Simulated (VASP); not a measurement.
# InP3: single point with PBEsol

The system is InP3.

```xyz
8
Lattice="3.7245 2.1503 3.2950 -3.7245 2.1503 3.2950 0.0000 -4.3007 3.2950" Properties=species:S:1:pos:R:3 pbc="T T T"
In    0.0000    0.0000    2.7233
In    0.0000    0.0000    7.1617
P     2.0667   -1.1932    6.0430
P     0.0000    2.3864    6.0430
P    -2.0667   -1.1932    6.0430
P    -2.0667    1.1932    3.8420
P     2.0667    1.1932    3.8420
P     0.0000   -2.3864    3.8420
```

| Property | Result |
| --- | --- |
| Program | VASP 6.6.1 |
| Task | single point |
| Functional | PBEsol |
| Potentials or basis | VASP PAW PBE potentials, release 64 (In_d, P) |
| Cutoff | 520 eV |
| k mesh | 3 × 3 × 3 |
| Occupations | gaussian, width 0.05 eV |
| Spin | no spin polarisation |
| Dipole correction | no |
| Further INCAR settings | ALGO = Normal; EDIFF = 1e-06; NBANDS = 38 |

```yaml
Pressure: -0.3 GPa
Largest_force: 0.261 eV/Å
```

Forces in eV/Å, atoms in the order of the input:
```
In   0.000  0.000  0.003
In   0.000  0.000 -0.003
P   -0.184  0.106 -0.152
P    0.000 -0.212 -0.152
P    0.184  0.106 -0.152
P    0.184 -0.106  0.152
P   -0.184 -0.106  0.152
P    0.000  0.212  0.152
```

Stress tensor (GPa, compression positive):
```
-0.17  0.00  0.00
 0.00 -0.17  0.00
 0.00  0.00 -0.69
```

Levels at points of the mesh, in eV from the Fermi level:
| k point | band 26 | band 27 | band 28 | band 29 | band 30 | band 31 |
| --- | --- | --- | --- | --- | --- | --- |
| (0.00, 0.00, 0.00) | -1.83 | -0.48 | -0.48 | -0.02 | 0.08 | 2.18 |

It took 50 s on 1 thread of Intel Xeon 8259CL, with other jobs on the host, peak memory 0.24 GiB.

Caveat: the k points lie up to 0.39 Å⁻¹ apart; the PAW data sets were made with another functional, which shifts forces and pressure a little; spin-orbit coupling is left out, which moves the levels of the heavy elements.
